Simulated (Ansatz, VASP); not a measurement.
One calculation of Ag, two programs

The input POSCAR:

```
Ag
1.0
    0.0000000000      2.0369578605      2.0829608533
    2.0369578605      0.0000000000      2.0829608533
    2.0369578605      2.0369578605      0.0000000000
Ag
1
Direct
    0.0000000000      0.0000000000      0.0000000000
```

The input INCAR.step1:

```
ALGO     = Normal         # electronic algorithm
EDIFF    = 1E-4           # SCF threshold, eV
ENCUT    = 520            # plane-wave cutoff, eV
GGA      = PE             # functional
ISMEAR   = -1             # smearing method
LASPH    = True           # aspherical terms in the spheres
LCHARG   = False          # write CHGCAR
LREAL    = False          # projectors in reciprocal space
LWAVE    = True           # write WAVECAR
NBANDS   = 12             # bands
NELM     = 100            # most SCF steps
PREC     = Accurate       # precision mode
SIGMA    = 0.05           # smearing width, eV
```

File INCAR.step2:

```
ALGO     = Normal         # electronic algorithm
EDIFF    = 1E-8           # SCF threshold, eV
ENCUT    = 520            # plane-wave cutoff, eV
ISIF     = 2              # what is computed and relaxed
ISMEAR   = -1             # smearing method
ISTART   = 1            
LASPH    = True           # aspherical terms in the spheres
LCHARG   = False          # write CHGCAR
LEFG     = True         
LMIXTAU  = True         
LREAL    = False          # projectors in reciprocal space
LWAVE    = False          # write WAVECAR
METAGGA  = R2SCAN         # meta-GGA
NBANDS   = 12             # bands
NELM     = 100            # most SCF steps
PREC     = Accurate       # precision mode
SIGMA    = 0.05           # smearing width, eV
```

Contents of KPOINTS:

```
k-points
0
Gamma
  14 14 14
```

Input for Ansatz:

```yaml
crystal:
  lattice:
    - [0.0, 2.0369578605, 2.0829608533]
    - [2.0369578605, 0.0, 2.0829608533]
    - [2.0369578605, 2.0369578605, 0.0]
  atoms:
    - { symbol: Ag, position: [0.0, 0.0, 0.0] }
kpoints:
  mp_grid: { grid: [14, 14, 14] }
scf:
  occupations: { method: fermi_dirac, width: 0.05 }
hamiltonian:
  xc: r2scan
  pseudopotentials: { kind: all_electron, datasets: crystal }
output:
  forces: true
  stress: true
  eigenvalues: true
  efg: { contact_densities: true }
```

Change from the starting cell: z stretched by +1.5 % at fixed volume, crystal datasets.

Alike in both runs: task electric field gradients; functional r2SCAN; k mesh 14 × 14 × 14; occupations fermi-dirac, width 0.05 eV; no spin polarisation.

|  | VASP | Ansatz |
| --- | --- | --- |
| version | VASP 6.6.1 | Ansatz 0.2.0 |
| potentials or method | VASP PAW PBE potentials, release 64 (Ag), cutoff 520 eV | all-electron PAW with datasets made for the crystal, scalar-relativistic |

```csv
,VASP,Ansatz,Ansatz less VASP
pressure (GPa),0.2,0.1,-0.07
"traceless stress, the component that is largest in VASP (GPa)",-0.59,-0.57,+0.018
size of Vzz on the site where it differs most (V/Å²),1.3,0.6,-0.75
```

VASP's potentials were made for PBE, not for r2SCAN. Ansatz ran all-electron here, and VASP with PAW potentials.
